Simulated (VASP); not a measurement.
Set up this calculation in VASP 6.6.1, as the native input.

```yaml
Task: single point
Functional: LDA
Potentials_or_basis: VASP PAW LDA potentials, release 64 (Mn_pv, O)
Cutoff: 520 eV
k_mesh: 9 × 9 × 9
Occupations: fermi-dirac, width 0.05 eV
Spin: collinear spin, ferromagnetic start
Starting_moments: "[4.0, 0.0] μB"
Dipole_correction: no
Further_INCAR_settings: ALGO = Normal; EDIFF = 1e-06; NBANDS = 20
```

The structure of MnO lies in POSCAR:

```
MnO
1.0
    3.0295689687     -1.7506562310      0.0000000000
    3.0295689687      1.7506562310      0.0000000000
   -2.0235529244      0.0000000000      2.8654273429
Mn O
1 1
Direct
    0.5001990000      0.5001990000      0.5006650000
    0.7498025000      0.7498025000      0.2493360000
```

These files were run (other wordings do the same):

INCAR

```
SYSTEM = MnO
ALGO     = Normal         ! electronic algorithm
EDIFF    = 1E-6           ! SCF threshold, eV
ENCUT    = 520            ! plane-wave cutoff, eV
GGA      = CA             ! functional
ISIF     = 2              ! what is computed and relaxed
ISMEAR   = -1             ! smearing method
ISPIN    = 2              ! spin polarisation
LASPH    = .True.         ! aspherical terms in the spheres
LCHARG   = .True.         ! write CHGCAR
LELF     = .True.         ! ELF
LMAXMIX  = 4              ! l up to which the mixer works
LORBIT   = 11             ! projections on sites
LREAL    = .False.        ! projectors in reciprocal space
LVHAR    = .True.       
LWAVE    = .False.        ! write WAVECAR
MAGMOM   = 4 0            ! initial moments
NBANDS   = 20             ! bands
NELM     = 150            ! most SCF steps
PREC     = Accurate       ! precision mode
SIGMA    = 0.05           ! smearing width, eV
```

KPOINTS

```
k-points
0
Gamma
  9 9 9
  0 0 0
```

Potentials or basis: VASP PAW LDA potentials, release 64 (Mn_pv, O).

The run is started by

```console
$ cat potpaw_LDA.64/Mn_pv/POTCAR potpaw_LDA.64/O/POTCAR > POTCAR
$ mpirun -np 1 vasp_std > vasp.out
```

Results of the run:

```yaml
Pressure: -16.7 GPa
Largest_force: 0.005 eV/Å
Band_gap_on_the_k_mesh: zero (filled and empty bands overlap)
Net_moment: 4.99 μB per cell
Site_moments: Mn +4.41; O +0.19 μB
Valence_electrons_inside_the_program's_atomic_spheres: Mn 11.31; O 4.91
```

Caveat: the cell stands under tension; a cell with one magnetic atom can't hold antiferromagnetic order, which such compounds often take; semilocal functionals often make such compounds metallic where correlation or magnetic order opens a gap, which also shifts bond lengths.

It took 7.9 min on 1 thread of Intel Xeon 8259CL, with other jobs on the host, peak memory 0.3 GiB.
